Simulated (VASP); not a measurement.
# Re (I4_1/amd) in VASP: further runs, part 2 of 2

VASP 6.6.1.

## 3. Single point, PBE

This run uses another cell than the first one, of 15.69 Å³/atom.

INCAR

```
  PREC = Accurate
  ENCUT = 520
  EDIFF = 1E-6
  ISMEAR = -1
  SIGMA = 0.1
  LREAL = False
  LASPH = True
  NELM = 60
  ALGO = Normal
  ISIF = 2
  LWAVE = False
  LCHARG = False
  GGA = PE
  NBANDS = 14
```

KPOINTS

```
regular mesh
0
Gamma
  18 18 18
```

POSCAR

```
Re
1.0
   -2.4736808385      2.4736808385      1.2821374240
    2.4736808385     -2.4736808385      1.2821374240
    2.4736808385      2.4736808385     -1.2821374240
Re
2
Direct
   -0.3750000000     -0.1250000000     -0.2500000000
    0.3750000000      0.1250000000      0.2500000000
```

Potentials or basis: VASP PAW PBE potentials, release 64 (Re).

Command:

```console
cat potpaw_PBE.64/Re/POTCAR > POTCAR
mpirun -np 1 vasp_std > vasp.out
```

OUTCAR:

```text
PREC = Accurate
   ENCUT = 520
   EDIFF = 1E-6
   ISMEAR = -1
   LREAL = False
   LASPH = True
   NELM = 60
   ISIF = 2
   GGA = PE

 ion  position               nearest neighbor table
   1  0.625  0.875  0.750-   2 2.56   2 2.56   2 2.56   2 2.56   2 3.13   2 3.13   2 3.13   2 3.13

   2  0.375  0.125  0.250-   1 2.56   1 2.56   1 2.56   1 2.56   1 3.13   1 3.13   1 3.13   1 3.13

  LATTYP: Found a body centered tetragonal cell.
 ALAT       =     4.9473616770
 C/A-ratio  =     0.5183115801
[... 598 lines left out ...]

------------------------ aborting loop because EDIFF is reached ----------------------------------------

  FORCE on cell =-STRESS in cart. coord.  units (eV):
  Direction    XX          YY          ZZ          XY          YZ          ZX
  --------------------------------------------------------------------------------------
  -------------------------------------------------------------------------------------
  Total        3.0239255      3.0239255      3.0281063     -0.0000000      0.0000000      0.0000000
  in kB      154.3831064    154.3831064    154.5965513     -0.0000000      0.0000000      0.0000000
  external PRESSURE =     154.4542547 kB  Pullay stress =       0.0000000 kB

 VOLUME and BASIS-vectors are now :
 -----------------------------------------------------------------------------
  energy-cutoff  :      520.00
  volume of cell :       31.38
      direct lattice vectors                 reciprocal lattice vectors
    -2.473680838  2.473680838  1.282137424     0.000000000  0.202127935  0.389973797
     2.473680838 -2.473680838  1.282137424     0.202127935  0.000000000  0.389973797
     2.473680838  2.473680838 -1.282137424     0.202127935  0.202127935  0.000000000

 POSITION                                       TOTAL-FORCE (eV/Angst)
 -----------------------------------------------------------------------------------
      2.47368      1.23684      0.96160         0.000000     -0.000000     -0.000000
      0.00000      1.23684      0.32053        -0.000000      0.000000      0.000000
 -----------------------------------------------------------------------------------
    total drift:                                0.000000      0.000000     -0.000000

  FREE ENERGIE OF THE ION-ELECTRON SYSTEM (eV)
  ---------------------------------------------------
  free  energy   TOTEN  =       -22.8164021927 eV

  energy  without entropy=      -22.7537884394  energy(sigma->0) =      -22.78509532
```

OSZICAR:

```text
N       E                     dE             d eps       ncg     rms          rms(c)
DAV:   1     0.210634079267E+02    0.21063E+02   -0.66521E+03 26864   0.125E+03
DAV:   2    -0.227460707818E+02   -0.43809E+02   -0.38251E+02 21894   0.268E+02
DAV:   3    -0.238043155913E+02   -0.10582E+01   -0.10251E+01 20808   0.443E+01
DAV:   4    -0.238168112139E+02   -0.12496E-01   -0.12476E-01 20570   0.336E+00
DAV:   5    -0.238171037636E+02   -0.29255E-03   -0.29251E-03 20638   0.912E-01    0.396E+01
DAV:   6    -0.230793766495E+02    0.73773E+00   -0.57569E-01 22814   0.199E+01    0.177E+01
DAV:   7    -0.228252701980E+02    0.25411E+00   -0.43131E-01 23044   0.168E+01    0.481E-01
DAV:   8    -0.228167079083E+02    0.85623E-02   -0.83427E-03 22042   0.788E-01    0.161E-01
DAV:   9    -0.228163827097E+02    0.32520E-03   -0.37080E-04 22582   0.184E-01    0.310E-02
DAV:  10    -0.228164039605E+02   -0.21251E-04   -0.46279E-05 22066   0.568E-02    0.693E-03
DAV:  11    -0.228164027445E+02    0.12160E-05   -0.24188E-07 11468   0.197E-02    0.451E-03
DAV:  12    -0.228164021927E+02    0.55180E-06   -0.28496E-07  8988   0.201E-02
   1 F= -.22816402E+02 E0= -.22785095E+02  d E =-.626138E-01
```

stdout:

```text
POSCAR found type information on POSCAR Re
 POSCAR found :  1 types and       2 ions
 scaLAPACK will be used
 LDA part: xc-table for (Slater+PW92), standard interpolation
 POSCAR, INCAR and KPOINTS ok, starting setup
 FFT: planning ... GRIDC
 FFT: planning ... GRID_SOFT
 FFT: planning ... GRID
 WAVECAR not read
 entering main loop
```

Run time: 2.8 min. Hardware: 1 thread of Intel Xeon Platinum 8488C (Sapphire Rapids), shared host; peak memory 0.3 GiB.

Results:

* Free energy: -22.8164 eV
* Pressure: 15.4 GPa
* Band gap on the k mesh: zero (bands 7 and 8 overlap by 2.21 eV)

Levels at points of the mesh, in eV from the Fermi level:
```csv
k point,band 4,band 5,band 6,band 7,band 8,band 9,band 10,band 11
"(0.00, 0.00, 0.00)",-5.09,-4.11,1.25,1.25,1.29,1.29,3.67,5.22
"(0.50, 0.00, 0.00)",-3.75,-1.58,-1.52,-0.70,0.96,2.05,2.39,6.30
"(0.50, 0.50, 0.00)",-4.24,-2.43,-2.43,-0.61,-0.61,2.22,2.22,2.47
"(0.50, 0.50, 0.50)",-3.94,-1.12,-1.12,-0.10,-0.10,1.74,1.74,1.77
```

Caveat: the cell stands under pressure; spin-orbit coupling is left out, which moves the levels of the heavy elements.

## 4. Single point, PBE

This run uses another cell than the first one, of 16.52 Å³/atom.

INCAR

```
SYSTEM = Re
ALGO     = Normal         ! electronic algorithm
EDIFF    = 1E-7           ! SCF threshold, eV
ENCUT    = 520            ! plane-wave cutoff, eV
GGA      = PE             ! functional
ISIF     = 2              ! what is computed and relaxed
ISMEAR   = -1             ! smearing method
LASPH    = .TRUE.         ! aspherical terms in the spheres
LCHARG   = .FALSE.        ! write CHGCAR
LREAL    = .FALSE.        ! projectors in reciprocal space
LWAVE    = .FALSE.        ! write WAVECAR
NBANDS   = 14             ! bands
NELM     = 100            ! most SCF steps
PREC     = Accurate       ! precision mode
SIGMA    = 0.1            ! smearing width, eV
```

KPOINTS

```
k-points
0
G
  18 18 18
  0 0 0
```

POSCAR

```
Re
1.0
   -2.5184255564      2.5184255564      1.3020871887
    2.5184255564     -2.5184255564      1.3020871887
    2.5184255564      2.5184255564     -1.3020871887
Re
2
Direct
   -0.3750000000     -0.1250000000     -0.2500000000
    0.3750000000      0.1250000000      0.2500000000
```

Command:

```console
cat potpaw_PBE.64/Re/POTCAR > POTCAR
mpirun -np 1 vasp_std > vasp.out
```

Wall time 2.8 min (1 thread of Intel Xeon Platinum 8488C (Sapphire Rapids), shared host); peak memory 0.32 GiB.

It converged, with:

```
Free energy            : -22.8881 eV
Pressure               : -1.0 GPa
Band gap on the k mesh : zero (bands 7 and 8 overlap by 2.10 eV)
```

Levels at points of the mesh, in eV from the Fermi level:
```tsv
k point	band 3	band 4	band 5	band 6	band 7	band 8	band 9	band 10	band 11	band 12
(0.00, 0.00, 0.00)	-4.83	-4.81	-3.85	1.22	1.22	1.25	1.25	3.37	4.94	4.94
(0.50, 0.00, 0.00)	-4.26	-3.53	-1.43	-1.43	-0.70	0.94	1.88	2.23	5.88	7.65
(0.50, 0.50, 0.00)	-3.97	-3.97	-2.31	-2.31	-0.58	-0.58	2.08	2.08	2.31	2.31
(0.50, 0.50, 0.50)	-3.70	-3.70	-1.06	-1.06	-0.08	-0.08	1.63	1.63	1.68	1.68
```

Caveat: spin-orbit coupling is left out, which moves the levels of the heavy elements.

## 5. The runs side by side

```csv
cell,gap on the mesh (eV),pressure (GPa)
"a = 3.587 Å, angles 96.8, 96.8, 139.6°, 2 atoms",none,65.4
"a = 3.726 Å, angles 96.8, 96.8, 139.7°, 2 atoms",none,15.4
"a = 3.792 Å, angles 96.8, 96.8, 139.8°, 2 atoms",none,-1.0
```

Alike in all rows: task single point; level PBE; potentials or basis VASP PAW PBE potentials, release 64 (Re); no spin polarisation; k mesh 18 × 18 × 18; cutoff (eV) 520; smearing fermi-dirac 0.1 eV.

Caveats: spin-orbit coupling is left out, which moves the levels of the heavy elements; the cell stands under pressure (at least some runs).

Total energies depend on the potentials used, so only differences within one code and one set of settings carry meaning.
